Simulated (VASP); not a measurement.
Input of a VASP 6.6.1 run:

File INCAR:

```
SYSTEM = GaSb
ALGO = Normal
EDIFF = 1E-8
ENCUT = 520
GGA = PE
IBRION = 8
ISIF = 2
ISMEAR = -1
LASPH = .TRUE.
LCHARG = .TRUE.
LREAL = .FALSE.
LWAVE = .FALSE.
NBANDS = 16
NELM = 100
NSW = 1
PREC = Accurate
SIGMA = 0.15
```

File KPOINTS:

```
k-points
0
G
  16 16 16
  0 0 0
```

Contents of POSCAR:

```
GaSb
1.0
    0.0000000000      3.1076893488      3.1076893488
    3.1076893488      0.0000000000      3.1076893488
    3.1076893488      3.1076893488      0.0000000000
Ga Sb
1 1
Direct
    0.0000000000      0.0000000000      0.0000000000
    0.2500000000      0.2500000000      0.2500000000
```

Potentials or basis: VASP PAW PBE potentials, release 64 (Ga_d, Sb).

Command:

```bash
$ cat potpaw_PBE.64/Ga_d/POTCAR potpaw_PBE.64/Sb/POTCAR > POTCAR
$ mpirun -np 1 vasp_std > vasp.out
```

(1) Predict the highest phonon frequency at Γ, LO-TO splitting left out.

Results:

(1) 209 cm⁻¹.
